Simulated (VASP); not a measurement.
# AlB3Sb4 (P1) in VASP: relaxation of cell and atoms with PBE

Aim: the relaxation of cell and atoms of AlB3Sb4 with PBE.

Program: VASP 6.6.1. These are calculated values, not measurements. Logs are shortened: lines on timing, memory, paths and dates and some standing lists are left out, and cuts for length are marked.

## 1. The cell of the first run

The typed cell holds 8 atoms: a = 3.891 Å, b = 3.908 Å, c = 11.027 Å, α = 88.32°, β = 87.83°, γ = 91.02°.

## 2. Relaxation of cell and atoms, PBE

The input, INCAR:

```
  PREC = Accurate
  ENCUT = 500
  EDIFF = 1E-7
  ISMEAR = 0
  SIGMA = 0.2
  LREAL = False
  LASPH = True
  NELM = 120
  ALGO = Normal
  ISIF = 3
  LWAVE = False
  LCHARG = False
  GGA = PE
  IBRION = 2
  NSW = 80
  EDIFFG = -0.025
  GGA_COMPAT = False
  NELMIN = 4
```

The input, KPOINTS:

```
regular mesh
0
Gamma
  6 6 2
```

The input, POSCAR:

```
AlB3Sb4
1.0
    3.8902604840     -0.0353547041      0.0729954219
   -0.0353547041      3.9077537612      0.0569105626
    0.2118266700      0.1651497405     11.0236817459
Al B Sb
1 3 4
Direct
   -0.0165246374      0.0071095015      0.5028588858
    0.0391861494     -0.0018746165      0.0206667802
    0.4720197846      0.4767021865      0.2278222434
    0.4552849194      0.5734832711      0.7598678555
    0.5535713605      0.0026773389      0.1221919551
   -0.0299764327      0.5085611202      0.3382835470
    0.4936738224     -0.0450292372      0.6647816238
    0.0327650338      0.4783704356      0.8635271093
```

Potentials or basis: VASP PAW PBE potentials, release 64 (Al, B, Sb).

Started as:

```bash
> cat potpaw_PBE.64/Al/POTCAR potpaw_PBE.64/B/POTCAR potpaw_PBE.64/Sb/POTCAR > POTCAR
> mpirun -np 1 vasp_std > vasp.out
```

OUTCAR:

```text
PREC = Accurate
   ENCUT = 500
   EDIFF = 1E-7
   ISMEAR = 0
   LREAL = False
   LASPH = True
   NELM = 120
   ISIF = 3
   GGA = PE
   IBRION = 2
   NSW = 80
   EDIFFG = -0.025
   NELMIN = 4

 ion  position               nearest neighbor table
   1  0.983  0.007  0.503-   7 2.56   6 2.63   6 2.70   7 2.73
   2  0.039  0.998  0.021-   5 2.16   5 2.33   8 2.52   8 2.71
   3  0.472  0.477  0.228-   5 2.24   6 2.27   6 2.33   5 2.34
   4  0.455  0.573  0.760-   7 1.80   8 1.99   8 2.59   7 2.67
   5  0.554  0.003  0.122-   2 2.16   3 2.24   2 2.33   3 2.34   6 3.49   6 3.56   6 3.71   8 3.77

   6  0.970  0.509  0.338-   3 2.27   3 2.33   1 2.63   1 2.70   5 3.49   5 3.56   5 3.71
   7  0.494  0.955  0.665-   4 1.80   1 2.56   4 2.67   1 2.73   8 3.29   8 3.51   8 3.59   8 3.72

   8  0.033  0.478  0.864-   4 1.99   2 2.52   4 2.59   2 2.71   7 3.29   7 3.51   7 3.59   7 3.72
                             5 3.77

  LATTYP: Found a triclinic cell.
 ALAT       =     3.8911058737
 B/A-ratio  =     1.4299443486
 C/A-ratio  =     4.0848424221
 COS(alpha) =     0.0010065139
 COS(beta)  =     0.5070743290
 COS(gamma) =     0.7118700718

  Lattice vectors:

 A1 = (  -3.8902604840,   0.0353547041,  -0.0729954219)
 A2 = (  -3.9256151881,   3.9431084653,  -0.0160848593)
 A3 = (  -7.9216382298,  -7.9099478547, -11.2834937149)

Analysis of symmetry for initial positions (statically):
=====================================================================
 Subroutine PRICEL returns:
 Original cell was already a primitive cell.

 Routine SETGRP: Setting up the symmetry group for a
 triclinic supercell.

 Subroutine GETGRP returns: Found  1 space group operations
 (whereof  1 operations were pure point group operations)
 out of a pool of  2 trial point group operations.

The static configuration has the point symmetry C_1 .

Analysis of symmetry for dynamics (positions and initial velocities):
=====================================================================
 Subroutine PRICEL returns:
 Original cell was already a primitive cell.

 Routine SETGRP: Setting up the symmetry group for a
 triclinic supercell.

 Subroutine GETGRP returns: Found  1 space group operations
 (whereof  1 operations were pure point group operations)
 out of a pool of  2 trial point group operations.

The dynamic configuration has the point symmetry C_1 .

 Subroutine INISYM returns: Found  1 space group operations
 (whereof  1 operations are pure point group operations),
 and found     1 'primitive' translations

----------------------------------------------------------------------------------------

                                     Primitive cell

  volume of cell :     167.4724

  direct lattice vectors                    reciprocal lattice vectors
     3.890260484 -0.035354704  0.072995422     0.257167397  0.002399167 -0.004977569
    -0.035354704  3.907753761  0.056910563     0.002399167  0.255979715 -0.003881026
     0.211826670  0.165149741 11.023681746    -0.001715269 -0.001337401  0.090766790

  length of vectors
     3.891105874  3.908328060 11.026953533     0.257226752  0.256020376  0.090792847

  position of ions in fractional coordinates (direct lattice)
     0.983475363  0.007109501  0.502858886
     0.039186149  0.998125384  0.020666780
     0.472019785  0.476702186  0.227822243
     0.455284919  0.573483271  0.759867855
     0.553571361  0.002677339  0.122191955
     0.970023567  0.508561120  0.338283547
     0.493673822  0.954970763  0.664781624
     0.032765034  0.478370436  0.863527109

  ion indices of the primitive-cell ions
   primitive index   ion index
                 1           1
                 2           2
                 3           3
                 4           4
                 5           5
                 6           6
                 7           7
                 8           8

----------------------------------------------------------------------------------------

 KPOINTS: regular mesh

Automatic generation of k-mesh.
 Grid dimensions read from file:
 generate k-points for:    6    6    2

 Generating k-lattice:

  Cartesian coordinates                     Fractional coordinates (reciprocal lattice)
     0.042861233  0.000399861 -0.000829595     0.166666667 -0.000000000 -0.000000000
     0.000399861  0.042663286 -0.000646838    -0.000000000  0.166666667  0.000000000
    -0.000857635 -0.000668700  0.045383395     0.000000000  0.000000000  0.500000000

  Length of vectors
     0.042871125  0.042670063  0.045396423

  Shift w.r.t. Gamma in fractional coordinates (k-lattice)
     0.000000000  0.000000000  0.000000000

 Subroutine IBZKPT returns following result:
 ===========================================

 Found     40 irreducible k-points:

 Following reciprocal coordinates:
            Coordinates               Weight
  0.000000  0.000000  0.000000      1.000000
  0.166667 -0.000000  0.000000      2.000000
  0.333333 -0.000000 -0.000000      2.000000
  0.500000  0.000000  0.000000      1.000000
  0.000000  0.166667  0.000000      2.000000
  0.166667  0.166667 -0.000000      2.000000
[... 16 lines left out ...]
  0.333333 -0.000000  0.500000      2.000000
  0.500000 -0.000000  0.500000      1.000000
 [... further k-points ...]
   k-points           NKPTS =     40   k-points in BZ     NKDIM =     40   number of bands    NBANDS=     21
   number of dos      NEDOS =    301   number of ions     NIONS =      8
   total plane-waves  NPLWV =  67200
   dimension x,y,z NGX =    28 NGY =   30 NGZ =   80
   dimension x,y,z NGXF=    56 NGYF=   60 NGZF=  160
   ions per type =               1   3   4
   NGX,Y,Z   is equivalent  to a cutoff of  11.96, 12.76, 12.06 a.u.
   NGXF,Y,Z  is equivalent  to a cutoff of  23.93, 25.52, 24.12 a.u.
 SYSTEM =  unknown system
   PREC   = accura    normal or accurate (medium, high low for compatibility)
   ISTART =      0    job   : 0-new  1-cont  2-samecut
   ICHARG =      2    charge: 1-file 2-atom 10-const
   ISPIN  =      1    spin polarized calculation?
   LNONCOLLINEAR =      F non collinear calculations
   LSORBIT =      F    spin-orbit coupling
   LASPH  =      T    aspherical Exc in radial PAW
   ENCUT  =  500.0 eV  36.75 Ry    6.06 a.u.   7.09  7.13 20.10*2*pi/ulx,y,z
   NELM   =    120;   NELMIN=  4; NELMDL= -5     # of ELM steps
   EDIFF  = 0.1E-06   stopping-criterion for ELM
   LREAL  =      F    real-space projection
   EDIFFG = -.3E-01   stopping-criterion for IOM
   NSW    =     80    number of steps for IOM
   IBRION =      2    ionic relax: 0-MD 1-quasi-New 2-CG
   NFREE  =      1    steps in history (QN), initial steepest desc. (CG)
   ISIF   =      3    stress and relaxation
   ISYM   =      2    0-nonsym 1-usesym 2-fastsym
   POTIM  = 0.5000    time-step for ionic-motion
   TEBEG  =    0.0;   TEEND  =   0.0 temperature during run
   PSTRESS=    0.0 pullay stress
   NELECT =      32.0000    total number of electrons
   NUPDOWN=      -1.0000    fix difference up-down
   EMIN   =  10.00;   EMAX   =-10.00  energy-range for DOS
   EFERMI =   0.00;   METHOD = LEGACY
   ISMEAR =     0;   SIGMA  =   0.20  broadening in eV -4-tet -1-fermi 0-gaus
   EFERMI_NEDOS =   21; number of points for ismear=-14 and -15
   IALGO  =     38    algorithm
   IMIX   =      4    mixing-type and parameters
     AMIX     =   0.40;   BMIX     =  1.00
     AMIX_MAG =   1.60;   BMIX_MAG =  1.00
  volume/ion in A,a.u.               =      20.93       141.27
  Fermi-wavevector in a.u.,A,eV,Ry     =   0.942925  1.781870 12.097040  0.889107
  Thomas-Fermi vector in A             =   2.070582
   LORBIT       =      0    0 simple, 1 ext, 2 COOP (PROOUT), +10 PAW based schemes
   GGA     = PE    functional components
   LHFCALC =     F    Hartree Fock is set to
   AEXX    =    0.0000 exact exchange contribution
   IVDW    =     0    specifies the selected vdW correction
   LEPSILON=     F    determine dielectric tensor
   LRPA    =     F    only Hartree local field effects (RPA)
 conjugate gradient relaxation of ions
 non-spin polarized calculation
 Gauss-broadening in eV      SIGMA  =   0.20
  energy-cutoff  :      500.00
  volume of cell :      167.47
 maximum number of plane-waves:      4270
   NGX = 15   NGY = 15   NGZ = 41

--------------------------------------- Ionic step        1  -------------------------------------------

 number of electron      32.0000000 magnetization

 Free energy of the ion-electron system (eV)
  ---------------------------------------------------
  ext. energy  EPLUGINS =         0.00000000
  ---------------------------------------------------
  free energy    TOTEN  =       -33.59251926 eV

  energy without entropy =      -33.56902774  energy(sigma->0) =      -33.58077350

------------------------ aborting loop because EDIFF is reached ----------------------------------------

  FORCE on cell =-STRESS in cart. coord.  units (eV):
  Direction    XX          YY          ZZ          XY          YZ          ZX
  --------------------------------------------------------------------------------------
  -------------------------------------------------------------------------------------
  Total        5.4035623     12.1587236      9.2646478      2.3206849     -9.7996537     -7.0315027
  in kB       51.6948842    116.3202655     88.6331767     22.2015646    -93.7514791    -67.2690895
  external PRESSURE =      85.5494421 kB  Pullay stress =       0.0000000 kB
[... 107 lines left out ...]
  FREE ENERGIE OF THE ION-ELECTRON SYSTEM (eV)
  ---------------------------------------------------
  free  energy   TOTEN  =       -36.5478305302 eV

  energy  without entropy=      -36.5363772078  energy(sigma->0) =      -36.54210387

[... ionic steps 4 to 17 ...]

--------------------------------------- Ionic step       18  -------------------------------------------

 number of electron      32.0000001 magnetization

------------------------ aborting loop because EDIFF is reached ----------------------------------------
[... 79 lines left out ...]
--------------------------------------- Ionic step       20  -------------------------------------------

 number of electron      32.0000000 magnetization

 Free energy of the ion-electron system (eV)
  ---------------------------------------------------
  ext. energy  EPLUGINS =         0.00000000
  ---------------------------------------------------
  free energy    TOTEN  =       -37.51508117 eV

  energy without entropy =      -37.50648348  energy(sigma->0) =      -37.51078233

 E-fermi :   7.0572     XC(G=0):  -9.5684

 val. band max:        6.9640033931   @ k =   0.0000   0.0000   0.0000
 cond. band min:       7.1085517486   @ k =  -0.0000  -0.0000   0.5000
 fundamental gap:      0.1445483555
 Fermi energy:         7.0571728571

 k-point     1 :       0.0000    0.0000    0.0000
  band No.  band energies     occupation
      1      -6.2968      2.00000
      2      -5.3647      2.00000
      3      -4.6567      2.00000
      4      -2.7785      2.00000
      5      -0.7713      2.00000
      6       2.5300      2.00000
[... 565 lines left out ...]
     20       9.3087      0.00000
     21       9.4215      0.00000

 [... further k-points ...]

------------------------ aborting loop because EDIFF is reached ----------------------------------------

  FORCE on cell =-STRESS in cart. coord.  units (eV):
  Direction    XX          YY          ZZ          XY          YZ          ZX
  --------------------------------------------------------------------------------------
  -------------------------------------------------------------------------------------
  Total       -0.0295301     -0.0586563     -0.0455838      0.0030015      0.0414764      0.0230076
  in kB       -0.2806860     -0.5575333     -0.4332775      0.0285291      0.3942368      0.2186887
  external PRESSURE =      -0.4238323 kB  Pullay stress =       0.0000000 kB
[... 23 lines left out ...]
  FREE ENERGIE OF THE ION-ELECTRON SYSTEM (eV)
  ---------------------------------------------------
  free  energy   TOTEN  =       -37.5150811748 eV

  energy  without entropy=      -37.5064834773  energy(sigma->0) =      -37.51078233

 reached required accuracy - stopping structural energy minimisation
```

Wall time 29 min (1 thread of Oxide Virtual Turin-like, shared host); peak memory 0.31 GiB.

What came out:

```yaml
Free_energy: -37.5151 eV
Relaxed_volume: 21.07 Å³/atom
Relaxed_cell: a = 3.876 Å, b = 3.876 Å, c = 11.222 Å, α = 90.00°, β = 90.01°, γ = 90.00°
Space_group_after_relaxing_to_0.1_Å: P-4m2 (No. 115)
Energy_gained_by_relaxing: 490.3 meV/atom
Ionic_steps: 20
Pressure_after_relaxing: 0.0 GPa
Largest_force_after_relaxing: 0.025 eV/Å
Band_gap_on_the_k_mesh: 0.14 eV (least direct gap 0.16 eV)
```

Forces on the atoms (eV/Å):
```
Al   0.008  0.005  0.008
B    0.001 -0.009 -0.014
B   -0.004  0.021 -0.003
B   -0.017  0.000 -0.007
Sb   0.010  0.010 -0.011
Sb  -0.001 -0.021  0.012
Sb   0.012 -0.015  0.008
Sb  -0.009  0.010  0.008
```

The path:
```csv
step,energy change (eV),largest force (eV/Å),pressure (GPa),volume (Å³)
1,0.0000,11.0417,8.55,167.47
2,-2.0433,1.6705,-5.39,195.03
3,-2.9553,2.6789,-3.57,180.70
4,-3.6577,1.1097,-1.11,171.50
5,-3.6639,1.0437,-0.70,170.61
6,-3.8053,0.5396,0.63,167.34
7,-3.8064,0.5627,0.79,167.03
8,-3.8621,0.3477,0.03,168.48
9,-3.8691,0.4244,-0.31,169.21
10,-3.8971,0.3258,-0.18,168.87
11,-3.9018,0.2887,-0.08,168.65
12,-3.9174,0.1354,0.16,168.12
13,-3.9176,0.1480,0.19,168.05
14,-3.9201,0.0886,-0.11,168.69
15,-3.9201,0.0873,-0.10,168.68
16,-3.9214,0.0579,-0.03,168.52
17,-3.9215,0.0656,0.00,168.47
18,-3.9222,0.0350,0.04,168.38
19,-3.9223,0.0452,0.06,168.35
20,-3.9226,0.0246,-0.04,168.56
```

Final structure:
```
Al B Sb
1.0
     3.87560   -0.00116   -0.00042
     0.00095    3.87576   -0.00169
    -0.00144    0.00506   11.22168
Al B Sb
1 3 4
Cartesian
  3.8650 0.0080 5.6087
  0.0016 3.8744 0.0003
  1.9403 1.9301 2.5698
  1.9441 1.9432 8.6502
  1.9385 3.8681 1.2864
  0.0020 1.9463 3.8591
  1.9282 0.0059 7.3590
  0.0058 1.9412 9.9343
```

Levels at points of the mesh, in eV from the valence-band top:
```tsv
k point	band 14	band 15	band 16	band 17	band 18	band 19
(0.00, 0.00, 0.00)	-0.51	0.00	0.00	0.16	0.50	0.61
(0.50, 0.00, 0.00)	-1.92	-1.87	-0.48	0.41	0.88	1.74
(0.00, 0.50, 0.00)	-1.91	-1.87	-0.48	0.41	0.88	1.74
(0.50, 0.50, 0.00)	-3.60	-3.60	-3.35	0.31	0.49	0.70
(0.00, 0.00, 0.50)	-1.64	-0.39	-0.39	0.14	0.42	1.13
(0.50, 0.00, 0.50)	-2.31	-2.24	-0.49	1.24	1.39	1.53
(0.00, 0.50, 0.50)	-2.32	-2.25	-0.48	1.24	1.39	1.52
(0.50, 0.50, 0.50)	-3.93	-3.82	-3.82	1.28	1.38	1.38
```

Caveat: semilocal functionals underestimate gaps, and a narrow one can read as zero; spin-orbit coupling is left out, which moves the levels of the heavy elements.
